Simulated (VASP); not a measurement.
# Ti (P6/mmm) in VASP: notebook

Runs on Ti. Level: PBEsol. Tasks: single point.

Everything below comes from runs of VASP 6.6.1. Logs are shortened: lines on timing, memory, paths and dates and some standing lists are left out, and cuts for length are marked.

## 1. The cell of the first run

Symmetry: P6/mmm, No. 191, hexagonal system. Conventional cell: a = 4.888 Å, b = 4.888 Å, c = 2.997 Å, α = 90.00°, β = 90.00°, γ = 120.00°. Ti (site symmetry 6/mmm) has 14 Ti at 3.00 to 3.20 Å within 3.9 Å. Ti (site symmetry -6m2) has 11 Ti at 2.82 to 3.20 Å within 3.7 Å.

## 2. Single point, PBEsol

INCAR reads:

```
SYSTEM = Ti
PREC     = Accurate       ! precision mode
ENCUT    = 520            ! plane-wave cutoff, eV
EDIFF    = 1E-7           ! SCF threshold, eV
ISMEAR   = 0              ! smearing method
SIGMA    = 0.05           ! smearing width, eV
LREAL    = .False.        ! projectors in reciprocal space
LASPH    = .True.         ! aspherical terms in the spheres
NELM     = 100            ! most SCF steps
ALGO     = Fast           ! electronic algorithm
ISIF     = 2              ! what is computed and relaxed
LWAVE    = .False.        ! write WAVECAR
LCHARG   = .False.        ! write CHGCAR
GGA      = PS             ! functional
NBANDS   = 25             ! bands
```

KPOINTS reads:

```
regular mesh
0
Gamma
  9 9 12
  0 0 0
```

POSCAR reads:

```
Ti
1.0
    4.8882294182      0.0000000000      0.0000000000
   -2.4441147091      4.2333308557      0.0000000000
    0.0000000000      0.0000000000      2.9966971651
Ti
3
Direct
    0.0000000000      0.0000000000      0.0000000000
    0.3333333333      0.6666666667      0.5000000000
    0.6666666667      0.3333333333      0.5000000000
```

Potentials or basis: VASP PAW PBE potentials, release 64 (Ti_sv).

On the command line:

```sh
cat potpaw_PBE.64/Ti_sv/POTCAR > POTCAR
mpirun -np 1 vasp_std > vasp.out
```

OUTCAR:

```text
SYSTEM = Ti
   PREC = Accurate
   ENCUT = 520
   EDIFF = 1E-7
   ISMEAR = 0
   LREAL = .False.
   LASPH = .True.
   NELM = 100
   ISIF = 2
   GGA = PS

 ion  position               nearest neighbor table
   1  0.000  0.000  0.000-
   2  0.333  0.667  0.500-   3 2.82   3 2.82   3 2.82
   3  0.667  0.333  0.500-   2 2.82   2 2.82   2 2.82

  LATTYP: Found a hexagonal cell.
 ALAT       =     4.8882294182
 C/A-ratio  =     0.6130434783

  Lattice vectors:

 A1 = (   4.8882294182,   0.0000000000,   0.0000000000)
 A2 = (  -2.4441147091,   4.2333308557,   0.0000000000)
 A3 = (   0.0000000000,   0.0000000000,   2.9966971651)

Analysis of symmetry for initial positions (statically):
=====================================================================
 Subroutine PRICEL returns:
 Original cell was already a primitive cell.

 Routine SETGRP: Setting up the symmetry group for a
 hexagonal supercell.

 Subroutine GETGRP returns: Found 24 space group operations
 (whereof 24 operations were pure point group operations)
 out of a pool of 24 trial point group operations.

The static configuration has the point symmetry D_6h.

Analysis of symmetry for dynamics (positions and initial velocities):
=====================================================================
 Subroutine PRICEL returns:
 Original cell was already a primitive cell.

 Routine SETGRP: Setting up the symmetry group for a
 hexagonal supercell.

 Subroutine GETGRP returns: Found 24 space group operations
 (whereof 24 operations were pure point group operations)
 out of a pool of 24 trial point group operations.

The dynamic configuration has the point symmetry D_6h.

 Subroutine INISYM returns: Found 24 space group operations
 (whereof 24 operations are pure point group operations),
 and found     1 'primitive' translations

----------------------------------------------------------------------------------------

                                     Primitive cell

  volume of cell :      62.0121

  direct lattice vectors                    reciprocal lattice vectors
     4.888229418  0.000000000  0.000000000     0.204573050  0.118110305  0.000000000
    -2.444114709  4.233330856  0.000000000     0.000000000  0.236220611  0.000000000
     0.000000000  0.000000000  2.996697165     0.000000000  0.000000000  0.333700719

  length of vectors
     4.888229418  4.888229418  2.996697165     0.236220611  0.236220611  0.333700719

  position of ions in fractional coordinates (direct lattice)
     0.000000000  0.000000000  0.000000000
     0.333333333  0.666666667  0.500000000
     0.666666667  0.333333333  0.500000000

  ion indices of the primitive-cell ions
   primitive index   ion index
                 1           1
                 2           2
                 3           3

----------------------------------------------------------------------------------------

 KPOINTS: regular mesh

Automatic generation of k-mesh.
 Grid dimensions read from file:
 generate k-points for:    9    9   12

 Generating k-lattice:

  Cartesian coordinates                     Fractional coordinates (reciprocal lattice)
     0.022730339  0.013123367  0.000000000     0.111111111 -0.000000000  0.000000000
     0.000000000  0.026246735  0.000000000     0.000000000  0.111111111  0.000000000
     0.000000000  0.000000000  0.027808393     0.000000000  0.000000000  0.083333333

  Length of vectors
     0.026246735  0.026246735  0.027808393

  Shift w.r.t. Gamma in fractional coordinates (k-lattice)
     0.000000000  0.000000000  0.000000000

 Subroutine IBZKPT returns following result:
 ===========================================

 Found     84 irreducible k-points:

 Following reciprocal coordinates:
            Coordinates               Weight
  0.000000  0.000000  0.000000      1.000000
  0.111111 -0.000000  0.000000      6.000000
  0.222222 -0.000000  0.000000      6.000000
  0.333333 -0.000000  0.000000      6.000000
  0.444444 -0.000000  0.000000      6.000000
  0.111111  0.111111  0.000000      6.000000
[... 16 lines left out ...]
  0.333333  0.222222  0.083333     24.000000
  0.333333  0.333333  0.083333      4.000000
 [... further k-points ...]
   k-points           NKPTS =     84   k-points in BZ     NKDIM =     84   number of bands    NBANDS=     25
   number of dos      NEDOS =    301   number of ions     NIONS =      3
   total plane-waves  NPLWV =  31104
   dimension x,y,z NGX =    36 NGY =   36 NGZ =   24
   dimension x,y,z NGXF=    72 NGYF=   72 NGZF=   48
   ions per type =               3
   NGX,Y,Z   is equivalent  to a cutoff of  12.24, 12.24, 13.31 a.u.
   NGXF,Y,Z  is equivalent  to a cutoff of  24.49, 24.49, 26.63 a.u.
 SYSTEM =  Ti
   PREC   = accura    normal or accurate (medium, high low for compatibility)
   ISTART =      0    job   : 0-new  1-cont  2-samecut
   ICHARG =      2    charge: 1-file 2-atom 10-const
   ISPIN  =      1    spin polarized calculation?
   LNONCOLLINEAR =      F non collinear calculations
   LSORBIT =      F    spin-orbit coupling
   LASPH  =      T    aspherical Exc in radial PAW
   ENCUT  =  520.0 eV  38.22 Ry    6.18 a.u.   9.09  9.09  5.57*2*pi/ulx,y,z
   NELM   =    100;   NELMIN=  2; NELMDL= -5     # of ELM steps
   EDIFF  = 0.1E-06   stopping-criterion for ELM
   LREAL  =      F    real-space projection
   EDIFFG = 0.1E-05   stopping-criterion for IOM
   NSW    =      0    number of steps for IOM
   IBRION =     -1    ionic relax: 0-MD 1-quasi-New 2-CG
   NFREE  =      0    steps in history (QN), initial steepest desc. (CG)
   ISIF   =      2    stress and relaxation
   ISYM   =      2    0-nonsym 1-usesym 2-fastsym
   POTIM  = 0.5000    time-step for ionic-motion
   TEBEG  =    0.0;   TEEND  =   0.0 temperature during run
   PSTRESS=    0.0 pullay stress
   NELECT =      36.0000    total number of electrons
   NUPDOWN=      -1.0000    fix difference up-down
   EMIN   =  10.00;   EMAX   =-10.00  energy-range for DOS
   EFERMI =   0.00;   METHOD = LEGACY
   ISMEAR =     0;   SIGMA  =   0.05  broadening in eV -4-tet -1-fermi 0-gaus
   EFERMI_NEDOS =   21; number of points for ismear=-14 and -15
   IALGO  =     68    algorithm
   IMIX   =      4    mixing-type and parameters
     AMIX     =   0.40;   BMIX     =  1.00
     AMIX_MAG =   1.60;   BMIX_MAG =  1.00
  volume/ion in A,a.u.               =      20.67       139.49
  Fermi-wavevector in a.u.,A,eV,Ry     =   1.365684  2.580768 25.376115  1.865092
  Thomas-Fermi vector in A             =   2.491890
   LORBIT       =      0    0 simple, 1 ext, 2 COOP (PROOUT), +10 PAW based schemes
   GGA     = PS    functional components
   LHFCALC =     F    Hartree Fock is set to
   AEXX    =    0.0000 exact exchange contribution
   IVDW    =     0    specifies the selected vdW correction
   LEPSILON=     F    determine dielectric tensor
   LRPA    =     F    only Hartree local field effects (RPA)
 non-spin polarized calculation
 RMM-DIIS sequential band-by-band and
 Gauss-broadening in eV      SIGMA  =   0.05
  energy-cutoff  :      520.00
  volume of cell :       62.01
 maximum number of plane-waves:      1704
   NGX = 19   NGY = 19   NGZ = 11

 number of electron      35.9999985 magnetization

 Free energy of the ion-electron system (eV)
  ---------------------------------------------------
  ext. energy  EPLUGINS =         0.00000000
  ---------------------------------------------------
  free energy    TOTEN  =       -24.21350878 eV

  energy without entropy =      -24.21059358  energy(sigma->0) =      -24.21205118

 E-fermi :   6.3872     XC(G=0): -10.8268

 val. band max:        6.3828903456   @ k =   0.3333   0.3333   0.1667
 cond. band min:       6.4182649098   @ k =   0.3333   0.3333   0.2500
 fundamental gap:      0.0353745642
 Fermi energy:         6.3872239394

 k-point     1 :       0.0000    0.0000    0.0000
  band No.  band energies     occupation
      1     -50.6293      2.00000
      2     -50.3470      2.00000
      3     -50.2640      2.00000
      4     -26.9930      2.00000
      5     -26.9930      2.00000
      6     -26.7778      2.00000
[... 17 lines left out ...]
     24       7.9639      0.00000
     25       7.9926      0.00000

 k-point     2 :       0.1111   -0.0000    0.0000
  band No.  band energies     occupation
      1     -50.6290      2.00000
      2     -50.3450      2.00000
      3     -50.2663      2.00000
      4     -26.9982      2.00000
      5     -26.9957      2.00000
      6     -26.7735      2.00000
[... 17 lines left out ...]
     24       7.7463      0.00000
     25       8.1963      0.00000

 k-point     3 :       0.2222   -0.0000    0.0000
  band No.  band energies     occupation
      1     -50.6283      2.00000
      2     -50.3392      2.00000
      3     -50.2728      2.00000
      4     -27.0104      2.00000
      5     -26.9976      2.00000
      6     -26.7634      2.00000
[... 17 lines left out ...]
     24       7.7318      0.00000
     25       8.4401      0.00000

 k-point     4 :       0.3333   -0.0000    0.0000
  band No.  band energies     occupation
      1     -50.6276      2.00000
      2     -50.3308      2.00000
      3     -50.2821      2.00000
      4     -27.0231      2.00000
      5     -26.9921      2.00000
      6     -26.7531      2.00000
[... 17 lines left out ...]
     24       8.0378      0.00000
     25       8.5376      0.00000

 k-point     5 :       0.4444   -0.0000    0.0000
  band No.  band energies     occupation
      1     -50.6271      2.00000
      2     -50.3226      2.00000
      3     -50.2908      2.00000
      4     -27.0308      2.00000
      5     -26.9841      2.00000
      6     -26.7470      2.00000
[... 17 lines left out ...]
     24       8.1927      0.00000
     25       8.3652      0.00000

 k-point     6 :       0.1111    0.1111    0.0000
  band No.  band energies     occupation
      1     -50.6285      2.00000
      2     -50.3411      2.00000
      3     -50.2707      2.00000
      4     -27.0042      2.00000
      5     -27.0001      2.00000
      6     -26.7694      2.00000
[... 17 lines left out ...]
     24       7.6628      0.00000
     25       8.4123      0.00000
[... 393 lines left out ...]
 k-point    21 :       0.4444    0.1111    0.0833
  band No.  band energies     occupation
      1     -50.6252      2.00000
      2     -50.3175      2.00000
      3     -50.2923      2.00000
      4     -27.0209      2.00000
      5     -26.9834      2.00000
      6     -26.7771      2.00000
[... 17 lines left out ...]
     24       8.0420      0.00000
     25       8.6879      0.00000

 k-point    22 :       0.2222    0.2222    0.0833
  band No.  band energies     occupation
      1     -50.6254      2.00000
      2     -50.3237      2.00000
      3     -50.2858      2.00000
      4     -27.0057      2.00000
      5     -26.9976      2.00000
      6     -26.7877      2.00000
[... 17 lines left out ...]
     24       8.1451      0.00000
     25       8.3158      0.00000

 k-point    23 :       0.3333    0.2222    0.0833
  band No.  band energies     occupation
      1     -50.6251      2.00000
      2     -50.3147      2.00000
      3     -50.2953      2.00000
      4     -27.0064      2.00000
      5     -26.9898      2.00000
      6     -26.8050      2.00000
[... 17 lines left out ...]
     24       8.0364      0.00000
     25       8.4255      0.00000

 k-point    24 :       0.3333    0.3333    0.0833
  band No.  band energies     occupation
      1     -50.6250      2.00000
      2     -50.3050      2.00000
      3     -50.3050      2.00000
      4     -26.9946      2.00000
      5     -26.9946      2.00000
      6     -26.8202      2.00000
[... 17 lines left out ...]
     24       7.9229      0.00000
     25       8.6341      0.00000

 [... further k-points ...]
[... 5 lines left out ...]
  --------------------------------------------------------------------------------------
  -------------------------------------------------------------------------------------
  Total       -7.0507367     -7.0507367     -6.7961361      0.0000000      0.0000000      0.0000000
  in kB     -182.1664652   -182.1664652   -175.5884715      0.0000000      0.0000000      0.0000000
  external PRESSURE =    -179.9738006 kB  Pullay stress =       0.0000000 kB

 VOLUME and BASIS-vectors are now :
 -----------------------------------------------------------------------------
  energy-cutoff  :      520.00
  volume of cell :       62.01
      direct lattice vectors                 reciprocal lattice vectors
     4.888229418  0.000000000  0.000000000     0.204573050  0.118110305  0.000000000
    -2.444114709  4.233330856  0.000000000     0.000000000  0.236220611  0.000000000
     0.000000000  0.000000000  2.996697165     0.000000000  0.000000000  0.333700719

 POSITION                                       TOTAL-FORCE (eV/Angst)
 -----------------------------------------------------------------------------------
      0.00000      0.00000      0.00000        -0.000000      0.000000      0.000000
     -0.00000      2.82222      1.49835         0.000000      0.000000     -0.000000
      2.44411      1.41111      1.49835        -0.000000      0.000000      0.000000
 -----------------------------------------------------------------------------------
    total drift:                                0.000000      0.000000     -0.000000

  FREE ENERGIE OF THE ION-ELECTRON SYSTEM (eV)
  ---------------------------------------------------
  free  energy   TOTEN  =       -24.2135087843 eV

  energy  without entropy=      -24.2105935817  energy(sigma->0) =      -24.21205118
```

Wall time 3.3 min (1 thread of Intel Xeon 6975P-C (Granite Rapids), shared host); peak memory 0.23 GiB.

Results:

```yaml
Free_energy: -24.2135 eV
Pressure: -18.0 GPa
Band_gap_on_the_k_mesh: zero (band 18 reaches 6.47 eV, above the bottom of band 19 at 6.27 eV)
```

Stress tensor (GPa, compression positive):
```
-18.22   0.00   0.00
  0.00 -18.22   0.00
  0.00   0.00 -17.56
```

Levels at points of the mesh, in eV from the Fermi level:
| k point | band 15 | band 16 | band 17 | band 18 | band 19 | band 20 | band 21 | band 22 |
| --- | --- | --- | --- | --- | --- | --- | --- | --- |
| (0.00, 0.00, 0.00) | -0.65 | -0.65 | -0.53 | -0.53 | -0.12 | 0.51 | 1.05 | 1.05 |
| (0.00, 0.00, 0.50) | -1.54 | -1.54 | -1.22 | -1.22 | 0.88 | 0.88 | 0.98 | 0.98 |

Caveat: the PAW data sets were made with another functional, which shifts forces and pressure a little.

## 3. Single point, PBEsol

This run uses another cell than the first one, of 17.23 Å³/atom, 0.833 times its volume.

INCAR reads:

```
ALGO     = Normal         # electronic algorithm
EDIFF    = 1E-6           # SCF threshold, eV
ENCUT    = 520            # plane-wave cutoff, eV
GGA      = PS             # functional
ISIF     = 2              # what is computed and relaxed
ISMEAR   = 0              # smearing method
LASPH    = T              # aspherical terms in the spheres
LCHARG   = T              # write CHGCAR
LELF     = T              # ELF
LREAL    = F              # projectors in reciprocal space
LVHAR    = T            
LWAVE    = F              # write WAVECAR
NBANDS   = 25             # bands
NELM     = 60             # most SCF steps
PREC     = Accurate       # precision mode
SIGMA    = 0.05           # smearing width, eV
```

KPOINTS reads:

```
k-points
0
Gamma
  9 9 12
```

POSCAR reads:

```
Ti
1.0
    4.6000000000      0.0000000000      0.0000000000
   -2.3000000000      3.9837168574      0.0000000000
    0.0000000000      0.0000000000      2.8200000000
Ti
3
Direct
    0.0000000000      0.0000000000      0.0000000000
    0.3333333333      0.6666666667      0.5000000000
    0.6666666667      0.3333333333      0.5000000000
```

Potentials or basis: VASP PAW PBE potentials, release 64 (Ti_sv).

On the command line:

```sh
cat potpaw_PBE.64/Ti_sv/POTCAR > POTCAR
mpirun -np 1 vasp_std > vasp.out
```

Run time: 42 s. Hardware: 1 thread of Intel Xeon 6975P-C (Granite Rapids), shared host; peak memory 0.22 GiB.

The run converged. Its results:

* Free energy: -25.0226 eV
* Pressure: -5.1 GPa
* Band gap on the k mesh: zero (band 18 reaches 8.35 eV, above the bottom of band 19 at 8.09 eV)

Stress tensor (GPa, compression positive):
```
-5.64  0.00  0.00
 0.00 -5.64  0.00
 0.00  0.00 -4.00
```

Levels at points of the mesh, in eV from the Fermi level:
```
           k point  band 15  band 16  band 17  band 18  band 19  band 20  band 21  band 22
(0.00, 0.00, 0.00)    -0.71    -0.71    -0.61    -0.61    -0.08     0.62     1.28     1.28
(0.00, 0.00, 0.50)    -2.05    -1.67    -1.59    -1.59     1.02     1.02     1.26     1.26
```

Caveat: the PAW data sets were made with another functional, which shifts forces and pressure a little.

## 4. Single point, PBEsol

This run uses another cell than the first one, of 17.23 Å³/atom, 0.833 times its volume.

INCAR reads:

```
SYSTEM = Ti
ALGO = Fast
EDIFF = 1E-6
ENCUT = 520
GGA = PS
ISIF = 2
ISMEAR = 0
LASPH = .True.
LCHARG = .False.
LREAL = .False.
LWAVE = .False.
NBANDS = 25
NELM = 60
PREC = Accurate
SIGMA = 0.05
```

KPOINTS reads:

```
k-points
0
Gamma
  9 9 12
  0 0 0
```

POSCAR is that of step 3.

On the command line:

```sh
cat potpaw_PBE.64/Ti_sv/POTCAR > POTCAR
mpirun -np 1 vasp_std > vasp.out
```

Wall time 2.5 min (1 thread of Intel Xeon 6975P-C (Granite Rapids), shared host); peak memory 0.22 GiB.

The run converged. Its results:

```yaml
Free_energy: -25.0225 eV
Pressure: -5.2 GPa
Band_gap_on_the_k_mesh: zero (band 18 reaches 8.35 eV, above the bottom of band 19 at 8.09 eV)
```

Stress tensor (GPa, compression positive):
```
-5.74  0.00  0.00
 0.00 -5.74  0.00
 0.00  0.00 -4.10
```

Levels at points of the mesh, in eV from the Fermi level:
| k point | band 14 | band 15 | band 16 | band 17 | band 18 | band 19 | band 20 | band 21 | band 22 | band 23 |
| --- | --- | --- | --- | --- | --- | --- | --- | --- | --- | --- |
| (0.00, 0.00, 0.00) | -1.92 | -0.71 | -0.71 | -0.61 | -0.61 | -0.08 | 0.62 | 1.28 | 1.28 | 1.86 |
| (0.00, 0.00, 0.50) | -2.05 | -2.05 | -1.67 | -1.59 | -1.59 | 1.02 | 1.02 | 1.26 | 1.26 | 2.91 |

Caveat: the PAW data sets were made with another functional, which shifts forces and pressure a little.
